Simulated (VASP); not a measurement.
# Al32P (a cell with a defect) in VASP: a series of runs, part 2 of 2

VASP 6.6.1. The steps go on from the part before.

## (3) Single point, PBE

INCAR

```
SYSTEM = Al32P
  PREC = Accurate
  ENCUT = 520
  EDIFF = 1E-6
  ISMEAR = -1
  SIGMA = 0.1
  LREAL = Auto
  LASPH = .TRUE.
  NELM = 100
  ALGO = Normal
  ISIF = 2
  LWAVE = .FALSE.
  LCHARG = .FALSE.
  GGA = PE
  NBANDS = 72
```

KPOINTS

```
regular mesh
0
G
  2 2 2
  0 0 0
```

POSCAR

```
Al32P
1.0
    8.1000000000      0.0000000000      0.0000000000
    0.0000000000      8.1000000000      0.0000000000
    0.0000000000      0.0000000000      8.1000000000
Al P
32 1
Direct
    0.5044938272      0.0475061728     -0.0047160494
    0.7446049383      0.2300987654     -0.0596543210
    0.7785308642      0.0578641975      0.2320123457
    0.0043209877      0.0505925926     -0.0068271605
    0.2336419753      0.2681358025      0.0478518519
    0.4970864198      0.5653209877     -0.0365185185
    0.7463086420      0.7725308642      0.0344197531
    0.2801851852     -0.0073209877      0.2537407407
    0.5104814815      0.2323456790      0.2473703704
    0.7547777778      0.4173333333      0.2091481481
    0.4777407407      0.0051481481      0.4983703704
    0.7416543210      0.2417901235      0.4863456790
    0.7253827160     -0.0543580247      0.6928518519
   -0.0084444444      0.5558148148      0.0028271605
    0.2413209877      0.7539382716     -0.0400740741
    0.0327407407      0.2390493827      0.2710740741
    0.1381728395      0.5556666667      0.2641728395
    0.4969382716      0.7773209877      0.2006419753
    0.0567654321     -0.0451728395      0.4654074074
    0.2073580247      0.2531851852      0.5584938272
    0.5450370370      0.5104567901      0.5279506173
    0.7655432099      0.7714691358      0.3957037037
    0.2167037037     -0.0017654321      0.7571358025
    0.5191358025      0.2377901235      0.7124691358
    0.7615432099      0.4962592593      0.7584074074
   -0.0058148148      0.8381234568      0.1986666667
   -0.0381728395      0.4825061728      0.4901604938
    0.2416296296      0.7419629630      0.5173703704
   -0.0424320988      0.2640246914      0.7314814815
    0.2495061728      0.4774938272      0.7708148148
    0.4678518519      0.7460370370      0.7195185185
   -0.0127777778      0.7502592593      0.7465061728
    0.4081728395      0.5034691358      0.2468148148
```

Potentials or basis: VASP PAW PBE potentials, release 64 (Al, P).

Run with:

```console
cat potpaw_PBE.64/Al/POTCAR potpaw_PBE.64/P/POTCAR > POTCAR
mpirun -np 1 vasp_std > vasp.out
```

OUTCAR:

```text
SYSTEM = Al32P
   PREC = Accurate
   ENCUT = 520
   EDIFF = 1E-6
   ISMEAR = -1
   LREAL = Auto
   LASPH = .TRUE.
   NELM = 100
   ISIF = 2
   GGA = PE

 ion  position               nearest neighbor table
   1  0.504  0.048  0.995-   2 2.48   9 2.53  18 2.75  24 2.76   8 2.81   5 2.86   3 2.93   7 2.98
                            23 3.05  13 3.14  15 3.21  31 3.32
   2  0.745  0.230  0.940-  29 2.43   1 2.48   4 2.59  24 2.60  25 2.62  10 2.65   3 2.76  13 3.06
                             9 3.13  14 3.35
   3  0.779  0.058  0.232-  26 2.51  16 2.55  12 2.56   9 2.59   4 2.66  22 2.67   2 2.76   7 2.82
                            10 2.92   1 2.93  19 3.06  18 3.23  11 3.28
   4  0.004  0.051  0.993-  26 2.40   2 2.59   5 2.60  23 2.61   3 2.66  16 2.73  29 2.76  15 3.09
                             7 3.09   8 3.11  32 3.15
   5  0.234  0.268  0.048-  16 2.44   4 2.60   9 2.78   8 2.81  30 2.82   1 2.86  33 2.87  17 3.02
                            14 3.07  23 3.22   6 3.29
   6  0.497  0.565  0.963-  33 2.46  31 2.47  15 2.57  18 2.58  30 2.64   7 2.69  25 2.77  10 3.12
                             5 3.29  24 3.35
   7  0.746  0.773  0.034-  18 2.43  26 2.47  14 2.66   6 2.69   3 2.82  22 2.93   1 2.98  32 3.05
                             4 3.09  13 3.11  25 3.17  10 3.21
   8  0.280  0.993  0.254-  19 2.51  18 2.51  11 2.55  26 2.67   9 2.69   1 2.81   5 2.81  16 2.83
                            28 2.96  15 3.08   4 3.11  20 3.30
   9  0.510  0.232  0.247-  33 2.35  10 2.50   1 2.53   3 2.59   8 2.69  12 2.69  11 2.76   5 2.78
                             2 3.13  21 3.21
  10  0.755  0.417  0.209-   9 2.50   2 2.65  12 2.66  16 2.72  14 2.78  27 2.88  33 2.91   3 2.92
                             6 3.12  21 3.18   7 3.21  22 3.24  17 3.33
  11  0.478  0.005  0.498-   8 2.55  24 2.58  13 2.60   9 2.76  31 2.76  28 2.87  12 2.87  23 2.98
                            20 3.01  18 3.04  22 3.12   3 3.28
  12  0.742  0.242  0.486-   3 2.56  24 2.57  27 2.64  29 2.65  10 2.66   9 2.69  21 2.72  11 2.87
                            13 2.93  16 2.93  25 3.02
  13  0.725  0.946  0.693-  11 2.60  31 2.65  32 2.68  22 2.81  24 2.90  12 2.93   2 3.06   7 3.11
                             1 3.14  29 3.21  19 3.26
  14  0.992  0.556  0.003-  17 2.43  15 2.61  32 2.61   7 2.66  25 2.76  10 2.78  26 2.78  30 2.88
                             5 3.07  29 3.24   2 3.35
  15  0.241  0.754  0.960-   6 2.57  23 2.58  14 2.61  31 2.68  32 2.69  30 2.71  18 2.85  26 2.87
                            17 3.06   8 3.08   4 3.09   1 3.21
  16  0.033  0.239  0.271-   5 2.44   3 2.55  17 2.70  27 2.71  10 2.72  20 2.73   4 2.73  19 2.80
[... 249 lines left out ...]
 maximum number of plane-waves:     14400
   NGX = 31   NGY = 31   NGZ = 31

 number of electron     101.0000000 magnetization

 Free energy of the ion-electron system (eV)
  ---------------------------------------------------
  ext. energy  EPLUGINS =         0.00000000
  ---------------------------------------------------
  free energy    TOTEN  =      -116.99631119 eV

  energy without entropy =     -116.59720991  energy(sigma->0) =     -116.79676055

 E-fermi :   8.0809     XC(G=0): -10.2473

 val. band max:        8.0510746981   @ k =   0.5000   0.5000   0.0000
 cond. band min:       8.1034821010   @ k =   0.0000   0.0000   0.0000
 fundamental gap:      0.0524074029
 Fermi energy:         8.0808906199

 k-point     1 :       0.0000    0.0000    0.0000
  band No.  band energies     occupation
      1      -4.4620      2.00000
      2      -2.7463      2.00000
      3      -1.4136      2.00000
      4      -1.3067      2.00000
      5      -0.9927      2.00000
      6      -0.9154      2.00000
[... 509 lines left out ...]
     61      10.5102      0.00000
     62      10.6805      0.00000
 [bands above 62 left out]

------------------------ aborting loop because EDIFF is reached ----------------------------------------

  FORCE on cell =-STRESS in cart. coord.  units (eV):
  Direction    XX          YY          ZZ          XY          YZ          ZX
  --------------------------------------------------------------------------------------
  -------------------------------------------------------------------------------------
  Total       44.2408767     30.2434753     36.3213303     -0.7978788     -4.3872654     -1.9032156
  in kB      133.3764796     91.1774035    109.5007951     -2.4054284    -13.2266371     -5.7377749
  external PRESSURE =     111.3515594 kB  Pullay stress =       0.0000000 kB

 VOLUME and BASIS-vectors are now :
 -----------------------------------------------------------------------------
  energy-cutoff  :      520.00
  volume of cell :      531.44
      direct lattice vectors                 reciprocal lattice vectors
     8.100000000  0.000000000  0.000000000     0.123456790  0.000000000  0.000000000
     0.000000000  8.100000000  0.000000000     0.000000000  0.123456790  0.000000000
     0.000000000  0.000000000  8.100000000     0.000000000  0.000000000  0.123456790

 POSITION                                       TOTAL-FORCE (eV/Angst)
 -----------------------------------------------------------------------------------
      4.08640      0.38480      8.06180        -0.927538     -1.282891     -0.963876
      6.03130      1.86380      7.61680        -0.279964      0.498935      0.790587
      6.30610      0.46870      1.87930        -1.000082     -0.365208     -0.285882
      0.03500      0.40980      8.04470        -0.028138      0.020989     -1.224346
      1.89250      2.17190      0.38760         1.186998      0.685416     -1.455695
      4.02640      4.57910      7.80420         0.924881     -1.783469      0.230970
[... 25 lines left out ...]
      7.99650      6.07710      6.04670        -0.282091      0.033590     -0.493139
      3.30620      4.07810      1.99920         0.847067     -0.723327      0.469040
 -----------------------------------------------------------------------------------
    total drift:                                0.003160      0.002654      0.003249

  FREE ENERGIE OF THE ION-ELECTRON SYSTEM (eV)
  ---------------------------------------------------
  free  energy   TOTEN  =      -116.9963111896 eV

  energy  without entropy=     -116.5972099135  energy(sigma->0) =     -116.79676055
```

OSZICAR:

```text
N       E                     dE             d eps       ncg     rms          rms(c)
DAV:   1     0.168320427674E+03    0.16832E+03   -0.35864E+04  1152   0.113E+03
DAV:   2    -0.102071683593E+03   -0.27039E+03   -0.25493E+03  1360   0.153E+02
DAV:   3    -0.118849065450E+03   -0.16777E+02   -0.16110E+02  1448   0.310E+01
DAV:   4    -0.119234033855E+03   -0.38497E+00   -0.38170E+00  1368   0.512E+00
DAV:   5    -0.119240628590E+03   -0.65947E-02   -0.65898E-02  1408   0.749E-01    0.104E+01
DAV:   6    -0.117397392402E+03    0.18432E+01   -0.31544E+00  1344   0.450E+00    0.615E+00
DAV:   7    -0.117058072570E+03    0.33932E+00   -0.10568E+00  1400   0.247E+00    0.231E+00
DAV:   8    -0.117005578307E+03    0.52494E-01   -0.10543E-01  1336   0.905E-01    0.798E-01
DAV:   9    -0.116997758556E+03    0.78198E-02   -0.93593E-03  1344   0.278E-01    0.416E-01
DAV:  10    -0.116996366761E+03    0.13918E-02   -0.25339E-03  1352   0.127E-01    0.149E-01
DAV:  11    -0.116996322503E+03    0.44259E-04   -0.21324E-04  1392   0.438E-02    0.648E-02
DAV:  12    -0.116996312373E+03    0.10130E-04   -0.45020E-05  1336   0.170E-02    0.197E-02
DAV:  13    -0.116996311305E+03    0.10677E-05   -0.58392E-06  1368   0.715E-03    0.914E-03
DAV:  14    -0.116996311190E+03    0.11537E-06   -0.22383E-06   992   0.364E-03
   1 F= -.11699631E+03 E0= -.11679676E+03  d E =-.399101E+00
```

Wall time 5.5 min (1 thread of Intel Xeon Platinum 8259CL at 2.50GHz (Skylake/Cascade Lake), shared host); peak memory 0.56 GiB.

Results:

| Property | Result |
| --- | --- |
| Free energy | -116.9963 eV |
| Pressure | 11.1 GPa |
| Largest force | 3.670 eV/Å |
| Band gap on the k mesh | zero (an odd number of electrons rules out a gap without spin polarisation) |

Forces on the atoms (eV/Å):
```
Al  -0.928 -1.283 -0.964
Al  -0.280  0.499  0.791
Al  -1.000 -0.365 -0.286
Al  -0.028  0.021 -1.224
Al   1.187  0.685 -1.456
Al   0.925 -1.783  0.231
Al   0.099  0.000 -1.784
Al  -0.413  0.443 -0.963
Al  -0.919 -0.374  0.652
Al   0.764  1.583  0.001
Al  -0.006 -0.487 -0.255
Al   0.278 -0.504  0.401
Al   0.655  0.565  0.600
Al  -0.649 -1.169 -0.856
Al  -0.085  0.940  0.846
Al  -0.246 -0.023  0.836
Al   0.021  0.161 -0.049
Al  -0.329  0.662  1.138
Al  -2.370  2.323  1.566
Al   1.259 -0.378 -1.465
Al  -0.536  0.028 -1.190
Al  -0.583 -0.746  1.105
Al   0.884  0.552 -0.078
Al  -1.089  0.272  0.852
Al  -0.575  1.337  0.469
Al   1.523 -1.685 -0.323
Al  -0.569  0.843  1.119
Al   0.777 -1.721 -0.200
Al   1.119 -1.051  0.319
Al  -0.283  0.097 -0.019
Al   0.827  1.246  0.210
Al  -0.282  0.034 -0.493
P    0.847 -0.723  0.469
```

Stress tensor (GPa, compression positive):
```
13.34 -0.24 -0.57
-0.24  9.12 -1.32
-0.57 -1.32 10.95
```

Caveat: the k points lie up to 0.39 Å⁻¹ apart, too coarse for converged energies and pressures of a metal; the atoms stand as in a frame of molecular dynamics.

## (4) Single point, PBE

INCAR

```
PREC = Accurate
ENCUT = 520
EDIFF = 1E-6
ISMEAR = -1
SIGMA = 0.1
LREAL = Auto
LASPH = True
NELM = 60
ALGO = Normal
ISIF = 2
LWAVE = False
LCHARG = True
GGA = PE
LELF = True
LVHAR = True
NBANDS = 72
```

KPOINTS

```
Automatic mesh
0
Gamma
  2 2 2
```

POSCAR

```
Al32P
1.0
    8.1000000000      0.0000000000      0.0000000000
    0.0000000000      8.1000000000      0.0000000000
    0.0000000000      0.0000000000      8.1000000000
Al P
32 1
Direct
    0.4863703704     -0.0092098765     -0.0357777778
    0.7187901235      0.2980000000      0.0360493827
    0.7456913580      0.0108518519      0.2261975309
   -0.0228271605      0.0760617284     -0.0834074074
    0.2707407407      0.2800123457     -0.0011234568
    0.4952592593      0.5607283951     -0.0211975309
    0.7760740741      0.7829135802     -0.0100987654
    0.1987160494      0.0409876543      0.2214938272
    0.4822222222      0.1712345679      0.2334320988
    0.7818641975      0.5447777778      0.2264691358
    0.4846666667      0.0309506173      0.4933333333
    0.7381851852      0.2936172840      0.5070493827
    0.7524074074      0.0158641975      0.7276543210
    0.0231358025      0.4743950617     -0.0896296296
    0.1998148148      0.8198888889     -0.0373086420
   -0.0372098765      0.2728888889      0.2022592593
    0.1785679012      0.5721234568      0.1522592593
    0.5247160494      0.7795679012      0.2648765432
    0.0055432099      0.0398518519      0.4544444444
    0.2550987654      0.3310493827      0.4551604938
    0.4921481481      0.5147160494      0.5472345679
    0.7468518519      0.7657654321      0.5156172840
    0.2213086420      0.0057037037      0.6922222222
    0.5287283951      0.2559629630      0.7442222222
    0.7610987654      0.5075802469      0.7662962963
   -0.0475185185      0.7571604938      0.2755308642
   -0.0245185185      0.5235061728      0.4911851852
    0.2334567901      0.8118518519      0.4372839506
    0.0350493827      0.2816666667      0.6747901235
    0.2470370370      0.5832839506      0.6803580247
    0.5276419753      0.7679382716      0.7103456790
    0.0229382716      0.7786666667      0.7350617284
    0.4950493827      0.4903827160      0.2638888889
```

Run with:

```console
cat potpaw_PBE.64/Al/POTCAR potpaw_PBE.64/P/POTCAR > POTCAR
mpirun -np 1 vasp_std > vasp.out
```

Run time: 5.7 min. Hardware: 1 thread of Intel Xeon Platinum 8259CL at 2.50GHz (Skylake/Cascade Lake), shared host; peak memory 0.56 GiB.

The run converged. Its results:

```yaml
Free_energy: -117.4127 eV
Pressure: 9.9 GPa
Largest_force: 3.659 eV/Å
Band_gap_on_the_k_mesh: zero (an odd number of electrons rules out a gap without spin polarisation)
```

Forces in eV/Å, atoms in the order of the input:
```
Al   0.234 -0.121 -0.317
Al  -1.037 -0.607 -1.628
Al   0.866  0.322  0.186
Al   0.842  0.136  1.723
Al   0.078 -0.141 -0.850
Al  -0.428  0.244 -1.005
Al  -0.076 -0.077 -0.468
Al   0.184 -0.145 -1.371
Al   0.077  1.671 -0.533
Al  -1.160 -1.990 -0.467
Al   0.439 -0.385  1.073
Al   0.434 -0.816 -1.070
Al  -0.764  0.128 -0.667
Al  -0.039  0.477  0.652
Al   1.286  0.217  1.323
Al   1.585  0.116  1.232
Al   0.951 -0.682  1.695
Al  -0.741  0.897 -0.415
Al  -1.678  0.175  0.609
Al  -0.281 -0.856 -0.901
Al   2.026 -0.231 -0.366
Al   0.918  0.253 -0.715
Al   1.547  1.280  0.669
Al  -1.057 -0.024  0.874
Al  -0.775  0.444 -0.525
Al   1.941  3.064 -0.486
Al   0.440  0.290 -0.306
Al   0.408 -1.259  0.069
Al  -0.261 -0.819  0.416
Al  -0.769 -0.586  1.379
Al  -1.317  0.953  1.827
Al  -3.038 -0.409 -1.478
P   -0.834 -1.518 -0.158
```

Stress tensor (GPa, compression positive):
```
10.77  0.33  0.29
 0.33  8.15  0.47
 0.29  0.47 10.74
```

Levels at points of the mesh, in eV from the Fermi level:
```tsv
k point	band 47	band 48	band 49	band 50	band 51	band 52	band 53	band 54
(0.00, 0.00, 0.00)	-0.33	-0.07	0.02	0.10	0.12	0.21	0.27	0.33
(0.50, 0.00, 0.00)	-0.57	-0.39	-0.30	-0.23	-0.08	-0.02	0.24	0.40
(0.00, 0.50, 0.00)	-0.55	-0.49	-0.39	-0.29	-0.05	0.04	0.24	0.36
(0.00, 0.00, 0.50)	-0.56	-0.45	-0.31	-0.29	-0.03	0.16	0.19	0.36
(0.50, 0.50, 0.00)	-0.75	-0.62	-0.01	0.18	0.31	0.46	0.57	0.76
(0.00, 0.50, 0.50)	-0.80	-0.56	-0.02	0.06	0.29	0.59	0.64	0.70
(0.50, 0.00, 0.50)	-0.73	-0.64	-0.12	0.09	0.27	0.53	0.65	0.80
(0.50, 0.50, 0.50)	-0.80	-0.72	-0.69	-0.67	-0.52	-0.43	-0.36	-0.31
```

Caveat: the k points lie up to 0.39 Å⁻¹ apart, too coarse for converged energies and pressures of a metal; the atoms stand as in a frame of molecular dynamics.

## (5) Overview

| cell | gap on the mesh (eV) | pressure (GPa) | largest force (eV/Å) |
| --- | --- | --- | --- |
| as given, atomic positions A | none | 8.1 | 2.88 |
| as given, atomic positions B | none | 11.1 | 3.67 |
| as given, atomic positions C | none | 9.9 | 3.66 |

Alike in all rows: task single point; level PBE; potentials or basis VASP PAW PBE potentials, release 64 (Al, P); no spin polarisation; k mesh 2 × 2 × 2; cutoff (eV) 520; smearing fermi-dirac 0.1 eV.

Caveats: all runs use coarse meshes; the atoms stand as in a frame of molecular dynamics (at least some runs).

Absolute energies hang on the potentials; compare differences alone.

The gap in the log of VASP goes by the Fermi energy; the results here count the filled bands.